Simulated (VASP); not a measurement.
Write the native input for VASP 6.6.1 that does the following.

- Task: single point
- Functional: LDA
- Potentials or basis: VASP PAW LDA potentials, release 64 (K_sv)
- Cutoff: 520 eV
- k mesh: 7 × 7 × 7
- Occupations: fermi-dirac, width 0.05 eV
- Spin: no spin polarisation
- Dipole correction: no
- Further INCAR settings: ALGO = Normal; EDIFF = 1e-06; NBANDS = 10

The structure of K lies in POSCAR:

```
K
1.0
   -2.6611005540      2.6611005540      2.6611005540
    2.6611005540     -2.6611005540      2.6611005540
    2.6611005540      2.6611005540     -2.6611005540
K
1
Direct
    0.0000000000      0.0000000000      0.0000000000
```

This cell differs from its parent crystal: volume scaled by 0.96.

These files were run (other wordings do the same):

INCAR

```
PREC = Accurate
ENCUT = 520
EDIFF = 1E-6
ISMEAR = -1
SIGMA = 0.05
LREAL = False
LASPH = True
NELM = 60
ALGO = Normal
ISIF = 2
LWAVE = False
LCHARG = False
NBANDS = 10
```

KPOINTS

```
regular mesh
0
Gamma
  7 7 7
```

Potentials or basis: VASP PAW LDA potentials, release 64 (K_sv).

Launch:

```console
$ cat potpaw_LDA.64/K_sv/POTCAR > POTCAR
$ mpirun -np 1 vasp_std > vasp.out
```

It gave:

The pressure is -0.5 GPa.

It took 19 s on 1 thread of AMD EPYC 7R43 64-Core Processor (Zen 3) (shared host), peak memory 0.13 GiB.
